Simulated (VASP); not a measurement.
# MgB2 in VASP: further runs

MgB2 is run at these levels: PBEsol, PBE; tasks: relaxation of cell and atoms, single point.

Program: VASP 6.6.1. These are calculated values, not measurements. Logs are shortened: lines on timing, memory, paths and dates and some standing lists are left out, and cuts for length are marked.

### Step 1. The cell of the first run

Symmetry: P6/mmm, No. 191, hexagonal system. The conventional cell has a = 3.085 Å, b = 3.085 Å, c = 3.523 Å, α = 90.00°, β = 90.00°, γ = 120.00°. Within 3.3 Å of Mg (site symmetry 6/mmm) lie 12 B at 2.51 Å and 6 Mg at 3.08 to 3.09 Å. Within 2.4 Å of B (site symmetry -6m2) lie 3 B at 1.78 Å.

### Step 2. Relaxation of cell and atoms, PBEsol, target pressure 20 GPa, at which the enthalpy is minimised

Input file INCAR:

```
PREC     = Accurate       # precision mode
ENCUT    = 600            # plane-wave cutoff, eV
EDIFF    = 1E-6           # SCF threshold, eV
ISMEAR   = -1             # smearing method
SIGMA    = 0.05           # smearing width, eV
LREAL    = False          # projectors in reciprocal space
LASPH    = True           # aspherical terms in the spheres
NELM     = 80             # most SCF steps
ALGO     = Normal         # electronic algorithm
ISIF     = 3              # what is computed and relaxed
LWAVE    = False          # write WAVECAR
LCHARG   = False          # write CHGCAR
GGA      = PS             # functional
IBRION   = 2              # ionic algorithm
NSW      = 60             # ionic steps
EDIFFG   = -0.01          # ionic threshold
PSTRESS  = 200.0
```

Input file KPOINTS:

```
regular mesh
0
Gamma
  10 10 8
```

Input file POSCAR:

```
MgB2
1.0
    3.0850000000      0.0000000000      0.0000000000
   -1.5425000000      2.6716883707      0.0000000000
    0.0000000000      0.0000000000      3.5230000000
Mg B
1 2
Direct
    0.0000000000      0.0000000000      0.0000000000
    0.6666666667      0.3333333333      0.5000000000
    0.3333333333      0.6666666667      0.5000000000
```

Potentials or basis: VASP PAW PBE potentials, release 64 (Mg, B).

The run is started by

```
> cat potpaw_PBE.64/Mg/POTCAR potpaw_PBE.64/B/POTCAR > POTCAR
> mpirun -np 1 vasp_std > vasp.out
```

OUTCAR:

```text
PREC = Accurate
   ENCUT = 600
   EDIFF = 1E-6
   ISMEAR = -1
   LREAL = False
   LASPH = True
   NELM = 80
   ISIF = 3
   GGA = PS
   IBRION = 2
   NSW = 60
   EDIFFG = -0.01
   PSTRESS = 200.0

 ion  position               nearest neighbor table
   1  0.000  0.000  0.000-   2 2.51   3 2.51   2 2.51   3 2.51   2 2.51   2 2.51   3 2.51   3 2.51
                             2 2.51   2 2.51   3 2.51   3 2.51
   2  0.667  0.333  0.500-   3 1.78   3 1.78   3 1.78   1 2.51   1 2.51   1 2.51   1 2.51   1 2.51
                             1 2.51
   3  0.333  0.667  0.500-   2 1.78   2 1.78   2 1.78   1 2.51   1 2.51   1 2.51   1 2.51   1 2.51
                             1 2.51

  LATTYP: Found a hexagonal cell.
 ALAT       =     3.0850000000
 C/A-ratio  =     1.1419773096

  Lattice vectors:

 A1 = (   3.0850000000,   0.0000000000,   0.0000000000)
 A2 = (  -1.5425000000,   2.6716883707,   0.0000000000)
 A3 = (   0.0000000000,   0.0000000000,   3.5230000000)

Analysis of symmetry for initial positions (statically):
=====================================================================
 Subroutine PRICEL returns:
 Original cell was already a primitive cell.

 Routine SETGRP: Setting up the symmetry group for a
 hexagonal supercell.

 Subroutine GETGRP returns: Found 24 space group operations
 (whereof 24 operations were pure point group operations)
 out of a pool of 24 trial point group operations.

The static configuration has the point symmetry D_6h.

Analysis of symmetry for dynamics (positions and initial velocities):
=====================================================================
 Subroutine PRICEL returns:
 Original cell was already a primitive cell.

 Routine SETGRP: Setting up the symmetry group for a
 hexagonal supercell.

 Subroutine GETGRP returns: Found 24 space group operations
 (whereof 24 operations were pure point group operations)
 out of a pool of 24 trial point group operations.

The dynamic configuration has the point symmetry D_6h.

 Subroutine INISYM returns: Found 24 space group operations
 (whereof 24 operations are pure point group operations),
 and found     1 'primitive' translations

----------------------------------------------------------------------------------------

                                     Primitive cell

  volume of cell :      29.0371

  direct lattice vectors                    reciprocal lattice vectors
     3.085000000  0.000000000  0.000000000     0.324149109  0.187147575  0.000000000
    -1.542500000  2.671688371  0.000000000     0.000000000  0.374295150  0.000000000
     0.000000000  0.000000000  3.523000000     0.000000000  0.000000000  0.283848992

  length of vectors
     3.085000000  3.085000000  3.523000000     0.374295150  0.374295150  0.283848992

  position of ions in fractional coordinates (direct lattice)
     0.000000000  0.000000000  0.000000000
     0.666666667  0.333333333  0.500000000
     0.333333333  0.666666667  0.500000000

  ion indices of the primitive-cell ions
   primitive index   ion index
                 1           1
                 2           2
                 3           3

----------------------------------------------------------------------------------------

 KPOINTS: regular mesh

Automatic generation of k-mesh.
 Grid dimensions read from file:
 generate k-points for:   10   10    8

 Generating k-lattice:

  Cartesian coordinates                     Fractional coordinates (reciprocal lattice)
     0.032414911  0.018714758  0.000000000     0.100000000  0.000000000  0.000000000
     0.000000000  0.037429515  0.000000000     0.000000000  0.100000000  0.000000000
     0.000000000  0.000000000  0.035481124     0.000000000  0.000000000  0.125000000

  Length of vectors
     0.037429515  0.037429515  0.035481124

  Shift w.r.t. Gamma in fractional coordinates (k-lattice)
     0.000000000  0.000000000  0.000000000

 Subroutine IBZKPT returns following result:
 ===========================================

 Found     70 irreducible k-points:

 Following reciprocal coordinates:
            Coordinates               Weight
  0.000000  0.000000  0.000000      1.000000
  0.100000  0.000000  0.000000      6.000000
  0.200000  0.000000  0.000000      6.000000
  0.300000  0.000000  0.000000      6.000000
  0.400000  0.000000  0.000000      6.000000
  0.500000  0.000000  0.000000      3.000000
[... 16 lines left out ...]
  0.300000  0.100000  0.125000     24.000000
  0.400000  0.100000  0.125000     24.000000
 [... further k-points ...]
   k-points           NKPTS =     70   k-points in BZ     NKDIM =     70   number of bands    NBANDS=      8
   number of dos      NEDOS =    301   number of ions     NIONS =      3
   total plane-waves  NPLWV =  21952
   dimension x,y,z NGX =    28 NGY =   28 NGZ =   28
   dimension x,y,z NGXF=    56 NGYF=   56 NGZF=   56
   ions per type =               1   2
   NGX,Y,Z   is equivalent  to a cutoff of  15.09, 15.09, 13.21 a.u.
   NGXF,Y,Z  is equivalent  to a cutoff of  30.18, 30.18, 26.43 a.u.
 SYSTEM =  unknown system
   PREC   = accura    normal or accurate (medium, high low for compatibility)
   ISTART =      0    job   : 0-new  1-cont  2-samecut
   ICHARG =      2    charge: 1-file 2-atom 10-const
   ISPIN  =      1    spin polarized calculation?
   LNONCOLLINEAR =      F non collinear calculations
   LSORBIT =      F    spin-orbit coupling
   LASPH  =      T    aspherical Exc in radial PAW
   ENCUT  =  600.0 eV  44.10 Ry    6.64 a.u.   6.16  6.16  7.04*2*pi/ulx,y,z
   NELM   =     80;   NELMIN=  2; NELMDL= -5     # of ELM steps
   EDIFF  = 0.1E-05   stopping-criterion for ELM
   LREAL  =      F    real-space projection
   EDIFFG = -.1E-01   stopping-criterion for IOM
   NSW    =     60    number of steps for IOM
   IBRION =      2    ionic relax: 0-MD 1-quasi-New 2-CG
   NFREE  =      1    steps in history (QN), initial steepest desc. (CG)
   ISIF   =      3    stress and relaxation
   ISYM   =      2    0-nonsym 1-usesym 2-fastsym
   POTIM  = 0.5000    time-step for ionic-motion
   TEBEG  =    0.0;   TEEND  =   0.0 temperature during run
   PSTRESS=  200.0 pullay stress
   NELECT =       8.0000    total number of electrons
   NUPDOWN=      -1.0000    fix difference up-down
   EMIN   =  10.00;   EMAX   =-10.00  energy-range for DOS
   EFERMI =   0.00;   METHOD = LEGACY
   ISMEAR =    -1;   SIGMA  =   0.05  broadening in eV -4-tet -1-fermi 0-gaus
   EFERMI_NEDOS =   21; number of points for ismear=-14 and -15
   IALGO  =     38    algorithm
   IMIX   =      4    mixing-type and parameters
     AMIX     =   0.40;   BMIX     =  1.00
     AMIX_MAG =   1.60;   BMIX_MAG =  1.00
  volume/ion in A,a.u.               =       9.68        65.32
  Fermi-wavevector in a.u.,A,eV,Ry     =   1.065255  2.013040 15.439462  1.134768
  Thomas-Fermi vector in A             =   2.200801
   LORBIT       =      0    0 simple, 1 ext, 2 COOP (PROOUT), +10 PAW based schemes
   GGA     = PS    functional components
   LHFCALC =     F    Hartree Fock is set to
   AEXX    =    0.0000 exact exchange contribution
   IVDW    =     0    specifies the selected vdW correction
   LEPSILON=     F    determine dielectric tensor
   LRPA    =     F    only Hartree local field effects (RPA)
 conjugate gradient relaxation of ions
 non-spin polarized calculation
  energy-cutoff  :      600.00
  volume of cell :       29.04
 maximum number of plane-waves:       986
 NGX is ok and might be reduce to    28
   NGX = 13   NGY = 13   NGZ = 15

--------------------------------------- Ionic step        1  -------------------------------------------

 number of electron       8.0000000 magnetization

 Free energy of the ion-electron system (eV)
  ---------------------------------------------------
  ext. energy  EPLUGINS =         0.00000000
  ---------------------------------------------------
  free energy    TOTEN  =       -16.21996249 eV

  energy without entropy =      -16.21353439  energy(sigma->0) =      -16.21674844

------------------------ aborting loop because EDIFF is reached ----------------------------------------

  FORCE on cell =-STRESS in cart. coord.  units (eV):
  Direction    XX          YY          ZZ          XY          YZ          ZX
  --------------------------------------------------------------------------------------
  -------------------------------------------------------------------------------------
  Total       -0.5296079     -0.5296079     -0.5965618      0.0000000      0.0000000      0.0000000
  in kB      -29.2221029    -29.2221029    -32.9164048      0.0000000      0.0000000      0.0000000
  external PRESSURE =    -230.4535369 kB  Pullay stress =     200.0000000 kB

 VOLUME and BASIS-vectors are now :
 -----------------------------------------------------------------------------
  energy-cutoff  :      600.00
  volume of cell :       29.04
      direct lattice vectors                 reciprocal lattice vectors
     3.085000000  0.000000000  0.000000000     0.324149109  0.187147575  0.000000000
    -1.542500000  2.671688371  0.000000000     0.000000000  0.374295150  0.000000000
     0.000000000  0.000000000  3.523000000     0.000000000  0.000000000  0.283848992
[... 282 lines left out ...]
  FREE ENERGIE OF THE ION-ELECTRON SYSTEM (eV)
  ---------------------------------------------------
  free  energy   TOTEN  =       -16.0624262207 eV

  energy  without entropy=      -16.0569619433  energy(sigma->0) =      -16.05969408

  enthalpy is  TOTEN    =       -12.8811337306 eV   P V=        3.1812924901

--------------------------------------- Ionic step        9  -------------------------------------------

 number of electron       8.0000000 magnetization

 Free energy of the ion-electron system (eV)
  ---------------------------------------------------
  ext. energy  EPLUGINS =         0.00000000
  ---------------------------------------------------
  free energy    TOTEN  =       -16.05662691 eV

  energy without entropy =      -16.05114309  energy(sigma->0) =      -16.05388500

 E-fermi :   6.2219     XC(G=0): -11.5379

 val. band max:        6.1796456989   @ k =   0.1000   0.0000   0.5000
 cond. band min:       6.2641720614   @ k =   0.3000   0.2000   0.3750
 fundamental gap:      0.0845263625
 Fermi energy:         6.2219423056

 k-point     1 :       0.0000    0.0000    0.0000
  band No.  band energies     occupation
      1      -7.0197      2.00000
      2       3.3376      2.00000
      3       6.4776      0.01195
      4       6.4776      0.01195
      5       8.6379      0.00000
      6      12.7122      0.00000
      7      12.7122      0.00000
      8      15.2017      0.00000

 k-point     2 :       0.1000    0.0000    0.0000
  band No.  band energies     occupation
      1      -6.8351      2.00000
      2       3.5131      2.00000
      3       5.5793      1.99999
      4       6.0465      1.94190
      5       8.7571      0.00000
      6      12.7147      0.00000
      7      13.5256      0.00000
      8      15.5409      0.00000
[... 221 lines left out ...]
 k-point    23 :       0.3000    0.1000    0.1250
  band No.  band energies     occupation
      1      -4.5205      2.00000
      2       0.5623      2.00000
      3       3.4027      2.00000
      4       4.5367      2.00000
      5      10.1763      0.00000
      6      11.6692      0.00000
      7      13.3066      0.00000
      8      16.4568      0.00000

 k-point    24 :       0.4000    0.1000    0.1250
  band No.  band energies     occupation
      1      -3.1478      2.00000
      2      -1.3567      2.00000
      3       3.0530      2.00000
      4       5.6051      1.99999
      5       8.6629      0.00000
      6      11.7395      0.00000
      7      13.7331      0.00000
      8      15.8784      0.00000

 [... further k-points ...]

------------------------ aborting loop because EDIFF is reached ----------------------------------------

  FORCE on cell =-STRESS in cart. coord.  units (eV):
  Direction    XX          YY          ZZ          XY          YZ          ZX
  --------------------------------------------------------------------------------------
  -------------------------------------------------------------------------------------
  Total        3.1816107      3.1816107      3.1626039     -0.0000000     -0.0000000      0.0000000
  in kB      200.3892901    200.3892902    199.1921777     -0.0000000     -0.0000000      0.0000000
  external PRESSURE =      -0.0097473 kB  Pullay stress =     200.0000000 kB

 VOLUME and BASIS-vectors are now :
 -----------------------------------------------------------------------------
  energy-cutoff  :      600.00
  volume of cell :       25.44
      direct lattice vectors                 reciprocal lattice vectors
     2.983201099  0.000000000 -0.000000000     0.335210389  0.193533808  0.000000000
    -1.491600549  2.583527936 -0.000000000    -0.000000000  0.387067616  0.000000000
     0.000000000 -0.000000000  3.300558384    -0.000000000  0.000000000  0.302979037

 POSITION                                       TOTAL-FORCE (eV/Angst)
 -----------------------------------------------------------------------------------
      0.00000      0.00000      0.00000        -0.000000      0.000000     -0.000000
      1.49160      0.86118      1.65028         0.000000      0.000000     -0.000000
     -0.00000      1.72235      1.65028        -0.000000     -0.000000      0.000000
 -----------------------------------------------------------------------------------
    total drift:                                0.000000      0.000000     -0.000000

  FREE ENERGIE OF THE ION-ELECTRON SYSTEM (eV)
  ---------------------------------------------------
  free  energy   TOTEN  =       -16.0566269138 eV

  energy  without entropy=      -16.0511430873  energy(sigma->0) =      -16.05388500

  enthalpy is  TOTEN    =       -12.8811970490 eV   P V=        3.1754298647

 reached required accuracy - stopping structural energy minimisation
```

It took 35 s on 1 thread of Intel Xeon 6975P-C (Granite Rapids), shared host; peak memory 0.18 GiB.

Results:

```yaml
Free_energy: -16.0566 eV
Relaxed_volume: 8.48 Å³/atom
Relaxed_cell: a = 2.983 Å, b = 2.983 Å, c = 3.301 Å, α = 90.00°, β = 90.00°, γ = 120.00°
Space_group_after_relaxing_to_0.1_Å: P6/mmm (No. 191)
Energy_change_on_relaxing_the_run_minimises_the_enthalpy: +54.4 meV/atom
Ionic_steps: 9
Pressure_after_relaxing: 20.0 GPa
Band_gap_on_the_k_mesh: zero (bands 4 and 5 overlap by 3.00 eV)
```

The path:
| step | energy change (eV) | largest force (eV/Å) | pressure (GPa) | volume (Å³) |
| --- | --- | --- | --- | --- |
| 1 | 0.0000 | 0.0000 | -3.05 | 29.04 |
| 2 | 0.5399 | 0.0000 | 41.42 | 23.57 |
| 3 | 0.1559 | 0.0000 | 19.85 | 25.62 |
| 4 | 0.1641 | 0.0000 | 20.43 | 25.56 |
| 5 | 0.1651 | 0.0000 | 20.48 | 25.44 |
| 6 | 0.1709 | 0.0000 | 20.51 | 25.38 |
| 7 | 0.1704 | 0.0000 | 20.50 | 25.38 |
| 8 | 0.1575 | 0.0000 | 19.58 | 25.48 |
| 9 | 0.1633 | 0.0000 | 20.00 | 25.44 |

Final structure:
```xyz
3
Lattice="2.9832 0.0000 0.0000 -1.4916 2.5835 0.0000 0.0000 0.0000 3.3006" Properties=species:S:1:pos:R:3 pbc="T T T"
Mg    0.0000    0.0000    0.0000
B     1.4916    0.8612    1.6503
B     0.0000    1.7224    1.6503
```

Levels at points of the mesh, in eV from the Fermi level:
| k point | band 1 | band 2 | band 3 | band 4 | band 5 | band 6 | band 7 | band 8 |
| --- | --- | --- | --- | --- | --- | --- | --- | --- |
| (0.00, 0.00, 0.00) | -13.24 | -2.88 | 0.26 | 0.26 | 2.42 | 6.49 | 6.49 | 8.98 |
| (0.50, 0.00, 0.00) | -9.04 | -8.49 | -2.49 | 0.35 | 3.56 | 3.87 | 6.36 | 8.65 |
| (0.00, 0.00, 0.50) | -11.64 | -8.06 | 0.78 | 0.78 | 6.80 | 6.80 | 8.32 | 11.97 |
| (0.50, 0.00, 0.50) | -7.80 | -7.37 | -4.01 | -2.14 | -1.51 | 6.33 | 9.50 | 9.77 |

Caveat: the cell is relaxed towards a set pressure, so the run minimises the enthalpy, not the energy; the PAW data sets were made with another functional, which shifts forces and pressure a little.

[end of part 1 of 2]
